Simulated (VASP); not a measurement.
# Ag2O (Pn-3m) in VASP: further runs

Ag2O is run at these levels: r2SCAN; tasks: single point, relaxation of the atoms.

All numbers are computed with VASP 6.6.1; they aren't measurements. Logs are shortened: lines on timing, memory, paths and dates and some standing lists are left out, and cuts for length are marked.

## (1) The cell of the first run

Symmetry: Pn-3m, No. 224, cubic system. Conventional cell: a = 4.725 Å, b = 4.725 Å, c = 4.725 Å, α = 90.00°, β = 90.00°, γ = 90.00°. Within 2.7 Å of Ag (site symmetry -3m) lie 2 O at 2.05 Å. Within 2.7 Å of O (site symmetry -43m) lie 4 Ag at 2.05 Å.

## (2) Single point, r2SCAN

Contents of POSCAR:

```
Ag2O
1.0
    4.7254164700      0.0000000000      0.0000000000
    0.0000000000      4.7254164700      0.0000000000
    0.0000000000      0.0000000000      4.7254164700
Ag O
4 2
Direct
    0.2500000000      0.2500000000      0.2500000000
    0.2500000000      0.7500000000      0.7500000000
    0.7500000000      0.7500000000      0.2500000000
    0.7500000000      0.2500000000      0.7500000000
    0.0000000000      0.0000000000      0.0000000000
    0.5000000000      0.5000000000      0.5000000000
```

Contents of INCAR.step1:

```
ALGO = Normal
EDIFF = 1E-5
ENCUT = 660
GGA = PE
GGA_COMPAT = F
ISMEAR = -1
LASPH = T
LCHARG = F
LREAL = F
LWAVE = T
NBANDS = 37
NELM = 120
PREC = Accurate
SIGMA = 0.1
```

Contents of INCAR.step2:

```
ALGO = Normal
EDIFF = 1E-6
ENCUT = 660
GGA_COMPAT = F
ISIF = 2
ISMEAR = -1
ISTART = 1
LASPH = T
LCHARG = F
LMIXTAU = T
LREAL = F
LWAVE = F
METAGGA = R2SCAN
NBANDS = 37
NELM = 120
PREC = Accurate
SIGMA = 0.1
```

Contents of KPOINTS:

```
k-points
0
Gamma
  7 7 7
```

Potentials or basis: VASP PAW PBE potentials, release 64 (Ag, O).

The run is started by

```console
> cat potpaw_PBE.64/Ag/POTCAR potpaw_PBE.64/O/POTCAR > POTCAR
> cp INCAR.step1 INCAR
> mpirun -np 1 vasp_std > vasp.out
> cp INCAR.step2 INCAR
> mpirun -np 1 vasp_std > vasp.out
```

OUTCAR:

```text
EDIFF = 1E-6
   ENCUT = 660
   ISIF = 2
   ISMEAR = -1
   ISTART = 1
   LASPH = T
   LREAL = F
   METAGGA = R2SCAN
   NELM = 120
   PREC = Accurate

 ion  position               nearest neighbor table
   1  0.250  0.250  0.250-   5 2.05   6 2.05   4 3.34   2 3.34   3 3.34   2 3.34   4 3.34   2 3.34
                             3 3.34   2 3.34   3 3.34   4 3.34   4 3.34   3 3.34
   2  0.250  0.750  0.750-   5 2.05   6 2.05   4 3.34   1 3.34   3 3.34   1 3.34   3 3.34   1 3.34
                             4 3.34   1 3.34   3 3.34   4 3.34   3 3.34   4 3.34
   3  0.750  0.750  0.250-   5 2.05   6 2.05   4 3.34   1 3.34   2 3.34   2 3.34   4 3.34   1 3.34
                             4 3.34   4 3.34   1 3.34   2 3.34   2 3.34   1 3.34
   4  0.750  0.250  0.750-   5 2.05   6 2.05   3 3.34   1 3.34   2 3.34   1 3.34   3 3.34   2 3.34
                             3 3.34   3 3.34   1 3.34   2 3.34   1 3.34   2 3.34
   5  0.000  0.000  0.000-   1 2.05   2 2.05   3 2.05   4 2.05
   6  0.500  0.500  0.500-   1 2.05   2 2.05   3 2.05   4 2.05

  LATTYP: Found a simple cubic cell.
 ALAT       =     4.7254164700

  Lattice vectors:

 A1 = (   4.7254164700,   0.0000000000,   0.0000000000)
 A2 = (   0.0000000000,   4.7254164700,   0.0000000000)
 A3 = (   0.0000000000,   0.0000000000,   4.7254164700)

Analysis of symmetry for initial positions (statically):
=====================================================================
 Subroutine PRICEL returns:
 Original cell was already a primitive cell.

 Routine SETGRP: Setting up the symmetry group for a
 simple cubic supercell.

 Subroutine GETGRP returns: Found 48 space group operations
 (whereof 24 operations were pure point group operations)
 out of a pool of 48 trial point group operations.

The static configuration has the point symmetry T_d .
 The point group associated with its full space group is O_h .

Analysis of symmetry for dynamics (positions and initial velocities):
=====================================================================
 Subroutine PRICEL returns:
 Original cell was already a primitive cell.

 Routine SETGRP: Setting up the symmetry group for a
 simple cubic supercell.

 Subroutine GETGRP returns: Found 48 space group operations
 (whereof 24 operations were pure point group operations)
 out of a pool of 48 trial point group operations.

The dynamic configuration has the point symmetry T_d .
 The point group associated with its full space group is O_h .

 Subroutine INISYM returns: Found 48 space group operations
 (whereof 24 operations are pure point group operations),
 and found     1 'primitive' translations

----------------------------------------------------------------------------------------

                                     Primitive cell

  volume of cell :     105.5165

  direct lattice vectors                    reciprocal lattice vectors
     4.725416470  0.000000000  0.000000000     0.211621559  0.000000000  0.000000000
     0.000000000  4.725416470  0.000000000     0.000000000  0.211621559  0.000000000
     0.000000000  0.000000000  4.725416470     0.000000000  0.000000000  0.211621559

  length of vectors
     4.725416470  4.725416470  4.725416470     0.211621559  0.211621559  0.211621559

  position of ions in fractional coordinates (direct lattice)
     0.250000000  0.250000000  0.250000000
     0.250000000  0.750000000  0.750000000
     0.750000000  0.750000000  0.250000000
     0.750000000  0.250000000  0.750000000
     0.000000000  0.000000000  0.000000000
     0.500000000  0.500000000  0.500000000

  ion indices of the primitive-cell ions
   primitive index   ion index
                 1           1
                 2           2
                 3           3
                 4           4
                 5           5
                 6           6

----------------------------------------------------------------------------------------

 KPOINTS: k-points

Automatic generation of k-mesh.
 Grid dimensions read from file:
 generate k-points for:    7    7    7

 Generating k-lattice:

  Cartesian coordinates                     Fractional coordinates (reciprocal lattice)
     0.030231651  0.000000000  0.000000000     0.142857143  0.000000000  0.000000000
     0.000000000  0.030231651  0.000000000     0.000000000  0.142857143  0.000000000
     0.000000000  0.000000000  0.030231651     0.000000000  0.000000000  0.142857143

  Length of vectors
     0.030231651  0.030231651  0.030231651

  Shift w.r.t. Gamma in fractional coordinates (k-lattice)
     0.000000000  0.000000000  0.000000000

 Subroutine IBZKPT returns following result:
 ===========================================

 Found     20 irreducible k-points:

 Following reciprocal coordinates:
            Coordinates               Weight
  0.000000  0.000000  0.000000      1.000000
  0.142857  0.000000  0.000000      6.000000
  0.285714  0.000000  0.000000      6.000000
  0.428571  0.000000  0.000000      6.000000
  0.142857  0.142857  0.000000     12.000000
  0.285714  0.142857  0.000000     24.000000
[... 12 lines left out ...]
  0.428571  0.428571  0.285714     24.000000
  0.428571  0.428571  0.428571      8.000000
   k-points           NKPTS =     20   k-points in BZ     NKDIM =     20   number of bands    NBANDS=     37
   number of dos      NEDOS =    301   number of ions     NIONS =      6
   total plane-waves  NPLWV =  64000
   dimension x,y,z NGX =    40 NGY =   40 NGZ =   40
   dimension x,y,z NGXF=    80 NGYF=   80 NGZF=   80
   ions per type =               4   2
   NGX,Y,Z   is equivalent  to a cutoff of  14.07, 14.07, 14.07 a.u.
   NGXF,Y,Z  is equivalent  to a cutoff of  28.14, 28.14, 28.14 a.u.
 SYSTEM =  unknown system
   PREC   = accura    normal or accurate (medium, high low for compatibility)
   ISTART =      1    job   : 0-new  1-cont  2-samecut
   ICHARG =      0    charge: 1-file 2-atom 10-const
   ISPIN  =      1    spin polarized calculation?
   LNONCOLLINEAR =      F non collinear calculations
   LSORBIT =      F    spin-orbit coupling
   LASPH  =      T    aspherical Exc in radial PAW
   ENCUT  =  660.0 eV  48.51 Ry    6.96 a.u.   9.90  9.90  9.90*2*pi/ulx,y,z
   NELM   =    120;   NELMIN=  2; NELMDL=  0     # of ELM steps
   EDIFF  = 0.1E-05   stopping-criterion for ELM
   LREAL  =      F    real-space projection
   EDIFFG = 0.1E-04   stopping-criterion for IOM
   NSW    =      0    number of steps for IOM
   IBRION =     -1    ionic relax: 0-MD 1-quasi-New 2-CG
   NFREE  =      0    steps in history (QN), initial steepest desc. (CG)
   ISIF   =      2    stress and relaxation
   ISYM   =      2    0-nonsym 1-usesym 2-fastsym
   POTIM  = 0.5000    time-step for ionic-motion
   TEBEG  =    0.0;   TEEND  =   0.0 temperature during run
   PSTRESS=    0.0 pullay stress
   NELECT =      56.0000    total number of electrons
   NUPDOWN=      -1.0000    fix difference up-down
   EMIN   =  10.00;   EMAX   =-10.00  energy-range for DOS
   EFERMI =   0.00;   METHOD = LEGACY
   ISMEAR =    -1;   SIGMA  =   0.10  broadening in eV -4-tet -1-fermi 0-gaus
   EFERMI_NEDOS =   21; number of points for ismear=-14 and -15
   IALGO  =     38    algorithm
   IMIX   =      4    mixing-type and parameters
     AMIX     =   0.40;   BMIX     =  1.00
     AMIX_MAG =   1.60;   BMIX_MAG =  1.00
  volume/ion in A,a.u.               =      17.59       118.68
  Fermi-wavevector in a.u.,A,eV,Ry     =   1.325452  2.504742 23.903037  1.756824
  Thomas-Fermi vector in A             =   2.454912
   LORBIT       =      0    0 simple, 1 ext, 2 COOP (PROOUT), +10 PAW based schemes
   METAGGA = R2SCAN    functional components
   LHFCALC =     F    Hartree Fock is set to
   AEXX    =    0.0000 exact exchange contribution
   IVDW    =     0    specifies the selected vdW correction
   LEPSILON=     F    determine dielectric tensor
   LRPA    =     F    only Hartree local field effects (RPA)
 non-spin polarized calculation
  energy-cutoff  :      660.00
  volume of cell :      105.52
 maximum number of plane-waves:      4082
 NGX is ok and might be reduce to    40
   NGX = 19   NGY = 19   NGZ = 19

 number of electron      56.0000020 magnetization

 Free energy of the ion-electron system (eV)
  ---------------------------------------------------
  ext. energy  EPLUGINS =         0.00000000
  ---------------------------------------------------
  free energy    TOTEN  =       -98.35156462 eV

  energy without entropy =      -98.34622888  energy(sigma->0) =      -98.34889675

 E-fermi :   4.7120     XC(G=0): -11.0783

 val. band max:        4.7054529597   @ k =   0.0000   0.0000   0.0000
 cond. band min:       4.9519054762   @ k =   0.1429   0.0000   0.0000
 fundamental gap:      0.2464525164
 Fermi energy:         4.7119900998

 k-point     1 :       0.0000    0.0000    0.0000
  band No.  band energies     occupation
      1     -15.4931      2.00000
      2     -14.8228      2.00000
      3      -2.5743      2.00000
      4      -2.5743      2.00000
      5      -2.5743      2.00000
      6      -0.2193      2.00000
[... 29 lines left out ...]
     36      13.5940      0.00000
     37      13.6363      0.00000

 k-point     2 :       0.1429    0.0000    0.0000
  band No.  band energies     occupation
      1     -15.4616      2.00000
      2     -14.8579      2.00000
      3      -2.5037      2.00000
      4      -2.5037      2.00000
      5      -2.4756      2.00000
      6      -0.1472      2.00000
[... 29 lines left out ...]
     36      13.3147      0.00000
     37      13.3147      0.00000

 k-point     3 :       0.2857    0.0000    0.0000
  band No.  band energies     occupation
      1     -15.3725      2.00000
      2     -14.9550      2.00000
      3      -2.3082      2.00000
      4      -2.3082      2.00000
      5      -2.1895      2.00000
      6      -0.6045      2.00000
[... 29 lines left out ...]
     36      12.8214      0.00000
     37      12.8214      0.00000
[... 601 lines left out ...]
 k-point    19 :       0.4286    0.4286    0.2857
  band No.  band energies     occupation
      1     -15.3735      2.00000
      2     -14.9346      2.00000
      3      -2.3421      2.00000
      4      -2.3285      2.00000
      5      -2.1772      2.00000
      6      -0.5483      2.00000
[... 29 lines left out ...]
     36      12.5303      0.00000
     37      16.0914      0.00000

 k-point    20 :       0.4286    0.4286    0.4286
  band No.  band energies     occupation
      1     -15.4231      2.00000
      2     -14.8756      2.00000
      3      -2.3999      2.00000
      4      -2.3999      2.00000
      5      -2.3552      2.00000
      6      -0.1818      2.00000
[... 29 lines left out ...]
     36      11.5654      0.00000
     37      17.6505      0.00000

------------------------ aborting loop because EDIFF is reached ----------------------------------------

  FORCE on cell =-STRESS in cart. coord.  units (eV):
  Direction    XX          YY          ZZ          XY          YZ          ZX
  --------------------------------------------------------------------------------------
  -------------------------------------------------------------------------------------
  Total        1.0241365      1.0241365      1.0241365      0.0000000      0.0000000      0.0000000
  in kB       15.5506361     15.5506361     15.5506361      0.0000000      0.0000000      0.0000000
  external PRESSURE =      15.5506361 kB  Pullay stress =       0.0000000 kB

 VOLUME and BASIS-vectors are now :
 -----------------------------------------------------------------------------
  energy-cutoff  :      660.00
  volume of cell :      105.52
      direct lattice vectors                 reciprocal lattice vectors
     4.725416470  0.000000000  0.000000000     0.211621559  0.000000000  0.000000000
     0.000000000  4.725416470  0.000000000     0.000000000  0.211621559  0.000000000
     0.000000000  0.000000000  4.725416470     0.000000000  0.000000000  0.211621559

 POSITION                                       TOTAL-FORCE (eV/Angst)
 -----------------------------------------------------------------------------------
      1.18135      1.18135      1.18135         0.000000     -0.000000     -0.000000
      1.18135      3.54406      3.54406        -0.000000     -0.000000      0.000000
      3.54406      3.54406      1.18135        -0.000000     -0.000000     -0.000000
      3.54406      1.18135      3.54406         0.000000     -0.000000      0.000000
      0.00000      0.00000      0.00000        -0.000000      0.000000      0.000000
      2.36271      2.36271      2.36271        -0.000000      0.000000      0.000000
 -----------------------------------------------------------------------------------
    total drift:                                0.000000     -0.000000     -0.000000

  FREE ENERGIE OF THE ION-ELECTRON SYSTEM (eV)
  ---------------------------------------------------
  free  energy   TOTEN  =       -98.3515646241 eV

  energy  without entropy=      -98.3462288821  energy(sigma->0) =      -98.34889675
```

It took 2.4 min on 1 thread of Intel Xeon 6975P-C (Granite Rapids), shared host; peak memory 0.3 GiB.

What came out:

| Property | Result |
| --- | --- |
| Free energy | -98.3516 eV |
| Pressure | 1.6 GPa |
| Band gap on the k mesh | 0.27 eV |

Levels at points of the mesh, in eV from the valence-band top:
```csv
k point,band 24,band 25,band 26,band 27,band 28,band 29,band 30,band 31,band 32,band 33
"(0.00, 0.00, 0.00)",-2.79,-2.79,0.00,0.00,0.00,0.27,2.36,2.36,7.78,7.78
```

Caveat: semilocal functionals underestimate gaps, and a narrow one can read as zero; the PAW data sets were made with another functional, which shifts forces and pressure a little; an odd mesh through Γ misses points on the zone boundary, where band edges can lie.

## (3) Single point, r2SCAN

This run uses another cell than the first one, of 17.94 Å³/atom.

Edit POSCAR of step 2 so:

```diff
@@ -2,5 +2,5 @@
 1.0
-    4.7254164700      0.0000000000      0.0000000000
-    0.0000000000      4.7254164700      0.0000000000
-    0.0000000000      0.0000000000      4.7254164700
+    4.7573459242      0.0000000000      0.0000000000
+    0.0000000000      4.7573459242      0.0000000000
+    0.0000000000      0.0000000000      4.7573459242
 Ag O
```

Contents of INCAR.step1:

```
SYSTEM = Ag2O
  PREC = Accurate
  ENCUT = 660
  ISMEAR = -1
  SIGMA = 0.1
  LREAL = .FALSE.
  LASPH = .TRUE.
  NELM = 120
  NBANDS = 37
  GGA = PE
  ALGO = Normal
  EDIFF = 1E-5
  LWAVE = .TRUE.
  LCHARG = .FALSE.
  GGA_COMPAT = .FALSE.
```

Contents of INCAR.step2:

```
SYSTEM = Ag2O
  PREC = Accurate
  ENCUT = 660
  EDIFF = 1E-6
  ISMEAR = -1
  SIGMA = 0.1
  LREAL = .FALSE.
  LASPH = .TRUE.
  NELM = 120
  ALGO = Normal
  ISIF = 2
  LWAVE = .FALSE.
  LCHARG = .TRUE.
  METAGGA = R2SCAN
  LMIXTAU = .TRUE.
  LELF = .TRUE.
  LVHAR = .TRUE.
  NBANDS = 37
  ISTART = 1
  GGA_COMPAT = .FALSE.
```

Contents of KPOINTS:

```
Automatic mesh
0
G
  7 7 7
  0 0 0
```

Potentials or basis: VASP PAW PBE potentials, release 64 (Ag, O).

The run is started by

```console
> cat potpaw_PBE.64/Ag/POTCAR potpaw_PBE.64/O/POTCAR > POTCAR
> cp INCAR.step1 INCAR
> mpirun -np 1 vasp_std > vasp.out
> cp INCAR.step2 INCAR
> mpirun -np 1 vasp_std > vasp.out
```

Run time: 2.3 min. Hardware: 1 thread of Intel Xeon 6975P-C (Granite Rapids), shared host; peak memory 0.3 GiB.

It converged, with:

* Free energy: -98.3625 eV
* Pressure: -0.2 GPa
* Band gap on the k mesh: 0.24 eV

Levels at points of the mesh, in eV from the valence-band top:
```tsv
k point	band 24	band 25	band 26	band 27	band 28	band 29	band 30	band 31	band 32	band 33
(0.00, 0.00, 0.00)	-2.73	-2.73	0.00	0.00	0.00	0.24	2.44	2.44	7.68	7.68
```

Caveat: semilocal functionals underestimate gaps, and a narrow one can read as zero; the PAW data sets were made with another functional, which shifts forces and pressure a little; an odd mesh through Γ misses points on the zone boundary, where band edges can lie.

## (4) Relaxation of the atoms, r2SCAN

Edit POSCAR of step 3 so:

```diff
@@ -2,5 +2,5 @@
 1.0
-    4.7573459242      0.0000000000      0.0000000000
-    0.0000000000      4.7573459242      0.0000000000
-    0.0000000000      0.0000000000      4.7573459242
+    4.7254164700      0.0000000000      0.0000000000
+    0.0000000000      4.7254164700      0.0000000000
+    0.0000000000      0.0000000000      4.7254164700
 Ag O
```

Contents of INCAR.step1:

```
  PREC = Accurate
  ENCUT = 580
  ISMEAR = -1
  SIGMA = 0.1
  LREAL = False
  LASPH = True
  NELM = 120
  GGA = PE
  ALGO = Normal
  EDIFF = 1E-5
  LWAVE = True
  LCHARG = False
  GGA_COMPAT = False
  IBRION = 2
  EDIFFG = -0.01
  NELMIN = 4
  NSW = 100
  KPAR = 4
```

Contents of INCAR.step2:

```
  PREC = Accurate
  ENCUT = 580
  EDIFF = 1E-7
  ISMEAR = -1
  SIGMA = 0.1
  LREAL = False
  LASPH = True
  NELM = 120
  ALGO = Normal
  ISIF = 2
  LWAVE = False
  LCHARG = False
  METAGGA = R2SCAN
  LMIXTAU = True
  IBRION = 2
  NSW = 50
  EDIFFG = -0.01
  ISTART = 1
  GGA_COMPAT = False
  NELMIN = 4
  KPAR = 4
```

Contents of KPOINTS:

```
regular mesh
0
Gamma
  7 7 7
```

The run is started by

```console
> cat potpaw_PBE.64/Ag/POTCAR potpaw_PBE.64/O/POTCAR > POTCAR
> cp INCAR.step1 INCAR
> mpirun -np 4 vasp_std > vasp.out
> cp INCAR.step2 INCAR
> mpirun -np 4 vasp_std > vasp.out
```

It took 2.3 min on 4 MPI ranks of AMD EPYC 7R43 (Zen 3), shared host; peak memory 0.26 GiB.

It converged, with:

```yaml
Free_energy: -98.3459 eV
Pressure_after_relaxing: 1.5 GPa
Band_gap_on_the_k_mesh: 0.27 eV
```

Final structure:
```
CELL_PARAMETERS angstrom
4.72542 0.00000 0.00000
0.00000 4.72542 0.00000
0.00000 0.00000 4.72542
ATOMIC_POSITIONS crystal
Ag 0.25000 0.25000 0.25000
Ag 0.25000 0.75000 0.75000
Ag 0.75000 0.75000 0.25000
Ag 0.75000 0.25000 0.75000
O 0.00000 0.00000 0.00000
O 0.50000 0.50000 0.50000
```

Levels at points of the mesh, in eV from the valence-band top:
| k point | band 25 | band 26 | band 27 | band 28 | band 29 | band 30 | band 31 | band 32 |
| --- | --- | --- | --- | --- | --- | --- | --- | --- |
| (0.00, 0.00, 0.00) | -2.79 | 0.00 | 0.00 | 0.00 | 0.27 | 2.36 | 2.36 | 7.78 |

Caveat: the relaxation stopped at its first step, so nothing moved; semilocal functionals underestimate gaps, and a narrow one can read as zero; the PAW data sets were made with another functional, which shifts forces and pressure a little; an odd mesh through Γ misses points on the zone boundary, where band edges can lie.

## (5) Summary

```csv
task,cell,cutoff (eV),gap on the mesh (eV),pressure (GPa)
single point,"a = 4.725 Å, 6 atoms",660,0.27,1.6
single point,"a = 4.757 Å, 6 atoms",660,0.24,-0.2
relaxation of the atoms,"atoms relaxed from a = 4.725 Å, 6 atoms",580,0.27,1.5
```

Alike in all rows: level r2SCAN; potentials or basis VASP PAW PBE potentials, release 64 (Ag, O); no spin polarisation; k mesh 7 × 7 × 7; smearing fermi-dirac 0.1 eV.

Caveats: semilocal functionals underestimate gaps, and a narrow one can read as zero; the PAW data sets were made with another functional, which shifts forces and pressure a little; an odd mesh through Γ misses points on the zone boundary, where band edges can lie; the relaxation stopped at its first step, so nothing moved (at least some runs).

Total energies depend on the potentials used, so only differences within one code and one set of settings carry meaning.

The gap in the log of VASP goes by the Fermi energy; the results here count the filled bands.